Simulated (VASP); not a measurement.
C: electric field gradients with PBE

The system is C.

```
C
1.0
     2.08708    0.00000    0.00000
    -1.04354    1.80747    0.00000
     0.00000    0.00000    3.46980
C
2
Direct
  0.33333 0.66667 0.25000
  0.66667 0.33333 0.75000
```

| Item | Value |
| --- | --- |
| Program | VASP 6.6.1 |
| Task | electric field gradients |
| Functional | PBE |
| Potentials or basis | VASP PAW PBE potentials, release 64 (C) |
| Cutoff | 520 eV |
| k mesh | 17 × 17 × 9 |
| Occupations | methfessel-paxton, width 0.05 eV |
| Spin | no spin polarisation |
| Dipole correction | no |
| Further INCAR settings | ALGO = Normal; EDIFF = 1e-08; NBANDS = 11 |

The pressure is 10.7 GPa. The band gap on the k mesh is zero (band 4 reaches 16.34 eV, above the bottom of band 5 at 4.89 eV).

Stress tensor (GPa, compression positive):
```
10.77  0.00  0.00
 0.00 10.77  0.00
 0.00  0.00 10.67
```

Levels at points of the mesh, in eV from the Fermi level:
```
           k point  band 1  band 2  band 3  band 4  band 5  band 6  band 7  band 8
(0.00, 0.00, 0.00)  -20.16  -10.08   -9.75    7.24    7.24    8.71    9.05    9.05
```

Electric field gradients, principal values (V/Å²):
| atom | least | middle | greatest (by size) |
| --- | --- | --- | --- |
| 1 C | 0.606 | 0.606 | -1.212 |
| 2 C | 0.606 | 0.606 | -1.212 |

Run time: 5.8 s on 1 thread of Intel(R) Xeon(R) 6975P-C (Granite Rapids), on a shared host, peak memory 0.13 GiB.

Caveat: without QUAD_EFG the Cq values of the log hold for a quadrupole moment of 1 mb, not for the nuclei.
